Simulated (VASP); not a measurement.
GaSb: relaxation of cell and atoms with PBE+D3(BJ)

The system is GaSb.

```
Sb Ga
1.0
     0.00000    3.05900    3.05900
     3.05900    0.00000    3.05900
     3.05900    3.05900    0.00000
Sb Ga
1 1
Direct
  0.75000 0.75000 0.75000
  0.00000 0.00000 0.00000
```

```yaml
Program: VASP 6.6.1
Task: relaxation of cell and atoms
Functional: PBE
Dispersion: D3(BJ)
Potentials_or_basis: VASP PAW PBE potentials, release 64 (Sb, Ga_d)
Cutoff: 600 eV
k_mesh: 8 × 8 × 8
Occupations: fermi-dirac, width 0.05 eV
Spin: no spin polarisation
Dipole_correction: no
Further_INCAR_settings: ALGO = Normal; EDIFF = 1e-06; IBRION = 2; EDIFFG = -0.02; NSW = 80; ISIF = 3
```

The relaxed volume is 28.89 Å³/atom, the relaxed cell is a = 4.339 Å, b = 4.339 Å, c = 4.339 Å, α = 60.00°, β = 60.00°, γ = 60.00° and the space group after relaxing (to 0.05 Å) is F-43m (No. 216). The energy gained by relaxing is 0.2 meV/atom. The ionic steps are 2. The pressure after relaxing is -0.1 GPa, the band gap on the k mesh is zero (filled and empty bands touch) and the dispersion energy per atom is -0.329 eV.

The path:
```tsv
step	energy change (eV)	largest force (eV/Å)	pressure (GPa)	volume (Å³)
1	0.0000	0.0000	0.35	57.25
2	-0.0004	0.0000	-0.09	57.77
```

Final structure:
```xyz
2
Lattice="0.0000 3.0683 3.0683 3.0683 0.0000 3.0683 3.0683 3.0683 0.0000" Properties=species:S:1:pos:R:3 pbc="T T T"
Sb    4.6025    4.6025    4.6025
Ga    6.1366    6.1366    6.1366
```

Levels at points of the mesh, in eV from the Fermi level:
```
           k point  band 6  band 7  band 8  band 9  band 10  band 11  band 12  band 13
(0.00, 0.00, 0.00)  -11.46   -0.08   -0.05   -0.05    -0.05     2.73     2.73     2.73
(0.50, 0.00, 0.00)   -9.86   -6.37   -1.19   -1.19     0.33     3.70     3.70     6.42
(0.50, 0.50, 0.00)   -9.05   -6.82   -2.59   -2.59     0.86     1.22     8.57     8.57
```

It took 44 s on 1 thread of Intel(R) Xeon(R) Platinum 8259CL CPU @ 2.50GHz (Skylake/Cascade Lake), with other jobs on the host, peak memory 0.23 GiB.

Caveat: spin-orbit coupling is left out, which moves the levels of the heavy elements; pairwise dispersion overbinds metals, which lowers pressure and volume. Zero-point motion and thermal expansion aren't in these numbers.
